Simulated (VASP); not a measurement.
# Ti3Ni (Pm-3m) in VASP: single point with PBEsol

Aim: the single point of Ti3Ni with PBEsol.

All numbers are computed with VASP 6.6.1; they aren't measurements. Logs are shortened: lines on timing, memory, paths and dates and some standing lists are left out, and cuts for length are marked.

### Step 1. The cell of the first run

It takes space group Pm-3m (No. 221, cubic). Conventional cell: a = 4.012 Å, b = 4.012 Å, c = 4.012 Å, α = 90.00°, β = 90.00°, γ = 90.00°. Ni (site symmetry m-3m) has 12 Ti at 2.84 Å within 3.7 Å. Within 3.7 Å of Ti (site symmetry 4/mmm) lie 4 Ni at 2.84 Å and 8 Ti at 2.84 Å.

### Step 2. Single point, PBEsol, collinear spin, ferromagnetic start (16.15 Å³/atom)

INCAR reads:

```
  PREC = Accurate
  ENCUT = 520
  EDIFF = 1E-6
  ISMEAR = -1
  SIGMA = 0.05
  LREAL = False
  LASPH = True
  NELM = 150
  ALGO = Normal
  ISIF = 2
  LWAVE = False
  LCHARG = False
  ISPIN = 2
  MAGMOM = 1 1 1 1
  LORBIT = 11
  LMAXMIX = 4
  GGA = PS
  NBANDS = 35
```

KPOINTS reads:

```
Automatic mesh
0
Gamma
  7 7 7
```

POSCAR reads:

```
Ti3Ni
1.0
    4.0123548885      0.0000000000      0.0000000000
    0.0000000000      4.0123548885      0.0000000000
    0.0000000000      0.0000000000      4.0123548885
Ni Ti
1 3
Direct
    0.0000000000      0.0000000000      0.0000000000
    0.5000000000      0.5000000000      0.0000000000
    0.5000000000      0.0000000000      0.5000000000
    0.0000000000      0.5000000000      0.5000000000
```

Potentials or basis: VASP PAW PBE potentials, release 64 (Ni, Ti_sv).

Started as:

```bash
> cat potpaw_PBE.64/Ni/POTCAR potpaw_PBE.64/Ti_sv/POTCAR > POTCAR
> mpirun -np 1 vasp_std > vasp.out
```

OUTCAR:

```text
PREC = Accurate
   ENCUT = 520
   EDIFF = 1E-6
   ISMEAR = -1
   LREAL = False
   LASPH = True
   NELM = 150
   ISIF = 2
   ISPIN = 2
   LORBIT = 11
   GGA = PS

 ion  position               nearest neighbor table
   1  0.000  0.000  0.000-   2 2.84   3 2.84   4 2.84   3 2.84   4 2.84   2 2.84   4 2.84   4 2.84
                             2 2.84   3 2.84   3 2.84   2 2.84
   2  0.500  0.500  0.000-   1 2.84   3 2.84   4 2.84   3 2.84   4 2.84   1 2.84   3 2.84   3 2.84
                             1 2.84   4 2.84   4 2.84   1 2.84
   3  0.500  0.000  0.500-   1 2.84   2 2.84   4 2.84   1 2.84   2 2.84   2 2.84   4 2.84   2 2.84
                             1 2.84   4 2.84   1 2.84   4 2.84
   4  0.000  0.500  0.500-   1 2.84   2 2.84   3 2.84   1 2.84   2 2.84   1 2.84   3 2.84   1 2.84
                             2 2.84   3 2.84   2 2.84   3 2.84

  LATTYP: Found a simple cubic cell.
 ALAT       =     4.0123548885

  Lattice vectors:

 A1 = (   4.0123548885,   0.0000000000,   0.0000000000)
 A2 = (   0.0000000000,   4.0123548885,   0.0000000000)
 A3 = (   0.0000000000,   0.0000000000,   4.0123548885)

Analysis of symmetry for initial positions (statically):
=====================================================================
 Subroutine PRICEL returns:
 Original cell was already a primitive cell.

 Routine SETGRP: Setting up the symmetry group for a
 simple cubic supercell.

 Subroutine GETGRP returns: Found 48 space group operations
 (whereof 48 operations were pure point group operations)
 out of a pool of 48 trial point group operations.

The static configuration has the point symmetry O_h .

Analysis of symmetry for dynamics (positions and initial velocities):
=====================================================================
 Subroutine PRICEL returns:
 Original cell was already a primitive cell.

 Routine SETGRP: Setting up the symmetry group for a
 simple cubic supercell.

 Subroutine GETGRP returns: Found 48 space group operations
 (whereof 48 operations were pure point group operations)
 out of a pool of 48 trial point group operations.

The dynamic configuration has the point symmetry O_h .

Analysis of structural, dynamic, and magnetic symmetry:
=====================================================================
 Subroutine PRICEL returns:
 Original cell was already a primitive cell.

 Routine SETGRP: Setting up the symmetry group for a
 simple cubic supercell.

 Subroutine GETGRP returns: Found 48 space group operations
 (whereof 48 operations were pure point group operations)
 out of a pool of 48 trial point group operations.

The overall configuration has the point symmetry O_h .

 Subroutine INISYM returns: Found 48 space group operations
 (whereof 48 operations are pure point group operations),
 and found     1 'primitive' translations

----------------------------------------------------------------------------------------

                                     Primitive cell

  volume of cell :      64.5949

  direct lattice vectors                    reciprocal lattice vectors
     4.012354888  0.000000000  0.000000000     0.249230197  0.000000000  0.000000000
     0.000000000  4.012354888  0.000000000     0.000000000  0.249230197  0.000000000
     0.000000000  0.000000000  4.012354888     0.000000000  0.000000000  0.249230197

  length of vectors
     4.012354888  4.012354888  4.012354888     0.249230197  0.249230197  0.249230197

  position of ions in fractional coordinates (direct lattice)
     0.000000000  0.000000000  0.000000000
     0.500000000  0.500000000  0.000000000
     0.500000000  0.000000000  0.500000000
     0.000000000  0.500000000  0.500000000

  ion indices of the primitive-cell ions
   primitive index   ion index
                 1           1
                 2           2
                 3           3
                 4           4

----------------------------------------------------------------------------------------

 KPOINTS: Automatic mesh

Automatic generation of k-mesh.
 Grid dimensions read from file:
 generate k-points for:    7    7    7

 Generating k-lattice:

  Cartesian coordinates                     Fractional coordinates (reciprocal lattice)
     0.035604314  0.000000000  0.000000000     0.142857143  0.000000000  0.000000000
     0.000000000  0.035604314  0.000000000     0.000000000  0.142857143  0.000000000
     0.000000000  0.000000000  0.035604314     0.000000000  0.000000000  0.142857143

  Length of vectors
     0.035604314  0.035604314  0.035604314

  Shift w.r.t. Gamma in fractional coordinates (k-lattice)
     0.000000000  0.000000000  0.000000000

 Subroutine IBZKPT returns following result:
 ===========================================

 Found     20 irreducible k-points:

 Following reciprocal coordinates:
            Coordinates               Weight
  0.000000  0.000000  0.000000      1.000000
  0.142857  0.000000  0.000000      6.000000
  0.285714  0.000000  0.000000      6.000000
  0.428571  0.000000  0.000000      6.000000
  0.142857  0.142857  0.000000     12.000000
  0.285714  0.142857  0.000000     24.000000
[... 12 lines left out ...]
  0.428571  0.428571  0.285714     24.000000
  0.428571  0.428571  0.428571      8.000000
   k-points           NKPTS =     20   k-points in BZ     NKDIM =     20   number of bands    NBANDS=     35
   number of dos      NEDOS =    301   number of ions     NIONS =      4
   total plane-waves  NPLWV =  27000
   dimension x,y,z NGX =    30 NGY =   30 NGZ =   30
   dimension x,y,z NGXF=    60 NGYF=   60 NGZF=   60
   ions per type =               1   3
   NGX,Y,Z   is equivalent  to a cutoff of  12.43, 12.43, 12.43 a.u.
   NGXF,Y,Z  is equivalent  to a cutoff of  24.86, 24.86, 24.86 a.u.
 SYSTEM =  unknown system
   PREC   = accura    normal or accurate (medium, high low for compatibility)
   ISTART =      0    job   : 0-new  1-cont  2-samecut
   ICHARG =      2    charge: 1-file 2-atom 10-const
   ISPIN  =      2    spin polarized calculation?
   LNONCOLLINEAR =      F non collinear calculations
   LSORBIT =      F    spin-orbit coupling
   LASPH  =      T    aspherical Exc in radial PAW
   ENCUT  =  520.0 eV  38.22 Ry    6.18 a.u.   7.46  7.46  7.46*2*pi/ulx,y,z
   NELM   =    150;   NELMIN=  2; NELMDL= -5     # of ELM steps
   EDIFF  = 0.1E-05   stopping-criterion for ELM
   LREAL  =      F    real-space projection
   EDIFFG = 0.1E-04   stopping-criterion for IOM
   NSW    =      0    number of steps for IOM
   IBRION =     -1    ionic relax: 0-MD 1-quasi-New 2-CG
   NFREE  =      0    steps in history (QN), initial steepest desc. (CG)
   ISIF   =      2    stress and relaxation
   ISYM   =      2    0-nonsym 1-usesym 2-fastsym
   POTIM  = 0.5000    time-step for ionic-motion
   TEBEG  =    0.0;   TEEND  =   0.0 temperature during run
   PSTRESS=    0.0 pullay stress
   NELECT =      46.0000    total number of electrons
   NUPDOWN=      -1.0000    fix difference up-down
   EMIN   =  10.00;   EMAX   =-10.00  energy-range for DOS
   EFERMI =   0.00;   METHOD = LEGACY
   ISMEAR =    -1;   SIGMA  =   0.05  broadening in eV -4-tet -1-fermi 0-gaus
   EFERMI_NEDOS =   21; number of points for ismear=-14 and -15
   IALGO  =     38    algorithm
   IMIX   =      4    mixing-type and parameters
     AMIX     =   0.40;   BMIX     =  1.00
     AMIX_MAG =   1.60;   BMIX_MAG =  1.00
  volume/ion in A,a.u.               =      16.15       108.98
  Fermi-wavevector in a.u.,A,eV,Ry     =   1.461935  2.762657 29.079110  2.137254
  Thomas-Fermi vector in A             =   2.578208
   LORBIT       =     11    0 simple, 1 ext, 2 COOP (PROOUT), +10 PAW based schemes
   GGA     = PS    functional components
   LHFCALC =     F    Hartree Fock is set to
   AEXX    =    0.0000 exact exchange contribution
   IVDW    =     0    specifies the selected vdW correction
   LEPSILON=     F    determine dielectric tensor
   LRPA    =     F    only Hartree local field effects (RPA)
 spin polarized calculation
  energy-cutoff  :      520.00
  volume of cell :       64.59
 maximum number of plane-waves:      1763
 NGX is ok and might be reduce to    30
   NGX = 15   NGY = 15   NGZ = 15

 number of electron      45.9999967 magnetization       0.0009785

 Free energy of the ion-electron system (eV)
  ---------------------------------------------------
  ext. energy  EPLUGINS =         0.00000000
  ---------------------------------------------------
  free energy    TOTEN  =       -31.30299385 eV

  energy without entropy =      -31.23607006  energy(sigma->0) =      -31.26953196

 E-fermi :   7.9291     XC(G=0): -11.8264

 val. band max:        7.9271639032   @ k =   0.4286   0.4286   0.1429
 cond. band min:       7.9444411011   @ k =   0.4286   0.4286   0.2857
 fundamental gap:      0.0172771979
 Fermi energy:         7.9290875668

 spin component 1

 k-point     1 :       0.0000    0.0000    0.0000
  band No.  band energies     occupation
      1     -48.6052      1.00000
      2     -48.4423      1.00000
      3     -48.4423      1.00000
      4     -25.1421      1.00000
      5     -25.1421      1.00000
      6     -25.1421      1.00000
[... 27 lines left out ...]
     34      11.9936      0.00000
     35      11.9936      0.00000

 k-point     2 :       0.1429    0.0000    0.0000
  band No.  band energies     occupation
      1     -48.5981      1.00000
      2     -48.4495      1.00000
      3     -48.4422      1.00000
      4     -25.1264      1.00000
      5     -25.1264      1.00000
      6     -25.1188      1.00000
[... 27 lines left out ...]
     34      11.9941      0.00000
     35      12.5037      0.00000
[... 644 lines left out ...]
     34      11.4125      0.00000
     35      12.1389      0.00000

 k-point    20 :       0.4286    0.4286    0.4286
  band No.  band energies     occupation
      1     -48.5008      1.00000
      2     -48.4927      1.00000
      3     -48.4927      1.00000
      4     -25.2758      1.00000
      5     -25.1144      1.00000
      6     -25.1116      1.00000
[... 27 lines left out ...]
     34      11.6772      0.00000
     35      11.7526      0.00000
 Fermi energy:         7.9290875668

 spin component 2

 k-point     1 :       0.0000    0.0000    0.0000
  band No.  band energies     occupation
      1     -48.6049      1.00000
      2     -48.4421      1.00000
      3     -48.4421      1.00000
      4     -25.1419      1.00000
      5     -25.1419      1.00000
      6     -25.1419      1.00000
[... 27 lines left out ...]
     34      11.9939      0.00000
     35      11.9939      0.00000

 k-point     2 :       0.1429    0.0000    0.0000
  band No.  band energies     occupation
      1     -48.5978      1.00000
      2     -48.4492      1.00000
      3     -48.4420      1.00000
      4     -25.1262      1.00000
      5     -25.1262      1.00000
      6     -25.1186      1.00000
[... 27 lines left out ...]
     34      11.9943      0.00000
     35      12.5039      0.00000
[... 644 lines left out ...]
     34      11.4128      0.00000
     35      12.1394      0.00000

 k-point    20 :       0.4286    0.4286    0.4286
  band No.  band energies     occupation
      1     -48.5005      1.00000
      2     -48.4924      1.00000
      3     -48.4924      1.00000
      4     -25.2755      1.00000
      5     -25.1142      1.00000
      6     -25.1113      1.00000
[... 27 lines left out ...]
     34      11.6774      0.00000
     35      11.7529      0.00000

------------------------ aborting loop because EDIFF is reached ----------------------------------------

  FORCE on cell =-STRESS in cart. coord.  units (eV):
  Direction    XX          YY          ZZ          XY          YZ          ZX
  --------------------------------------------------------------------------------------
  -------------------------------------------------------------------------------------
  Total       -4.4780012     -4.4780012     -4.4780012     -0.0000000     -0.0000000      0.0000000
  in kB     -111.0700004   -111.0700004   -111.0700004     -0.0000000     -0.0000000      0.0000000
  external PRESSURE =    -111.0700004 kB  Pullay stress =       0.0000000 kB

 VOLUME and BASIS-vectors are now :
 -----------------------------------------------------------------------------
  energy-cutoff  :      520.00
  volume of cell :       64.59
      direct lattice vectors                 reciprocal lattice vectors
     4.012354888  0.000000000  0.000000000     0.249230197  0.000000000  0.000000000
     0.000000000  4.012354888  0.000000000     0.000000000  0.249230197  0.000000000
     0.000000000  0.000000000  4.012354888     0.000000000  0.000000000  0.249230197

 POSITION                                       TOTAL-FORCE (eV/Angst)
 -----------------------------------------------------------------------------------
      0.00000      0.00000      0.00000         0.000000      0.000000      0.000000
      2.00618      2.00618      0.00000         0.000000      0.000000      0.000000
      2.00618      0.00000      2.00618         0.000000      0.000000      0.000000
      0.00000      2.00618      2.00618         0.000000      0.000000      0.000000
 -----------------------------------------------------------------------------------
    total drift:                                0.000000      0.000000     -0.000000

  FREE ENERGIE OF THE ION-ELECTRON SYSTEM (eV)
  ---------------------------------------------------
  free  energy   TOTEN  =       -31.3029938543 eV

  energy  without entropy=      -31.2360700611  energy(sigma->0) =      -31.26953196

 total charge

# of ion       s       p       d       tot
------------------------------------------
    1        0.509   0.438   8.228   9.176
    2        2.240   6.113   1.887  10.240
    3        2.240   6.113   1.887  10.240
    4        2.240   6.113   1.887  10.240
--------------------------------------------------
tot          7.230  18.778  13.889  39.897

 magnetization (x)

# of ion       s       p       d       tot
------------------------------------------
    1       -0.000   0.000   0.000   0.000
    2        0.000   0.000   0.000   0.000
    3        0.000   0.000   0.000   0.000
    4        0.000   0.000   0.000   0.000
--------------------------------------------------
tot          0.000   0.000   0.001   0.001
```

Wall time 1.7 min (1 thread of Intel Xeon Platinum 8259CL at 2.50GHz (Skylake/Cascade Lake), shared host); peak memory 0.22 GiB.

What came out:

| Quantity | Value |
| --- | --- |
| Free energy | -31.3030 eV |
| Pressure | -11.1 GPa |
| Band gap on the k mesh | zero (filled and empty bands overlap) |
| Net moment | 0.00 μB per cell |
| Valence electrons inside the program's atomic spheres | Ni 9.18; Ti 10.24 |

Caveat: the cell stands under tension; the moments typed at the start vanished in this run; the PAW data sets were made with another functional, which shifts forces and pressure a little.
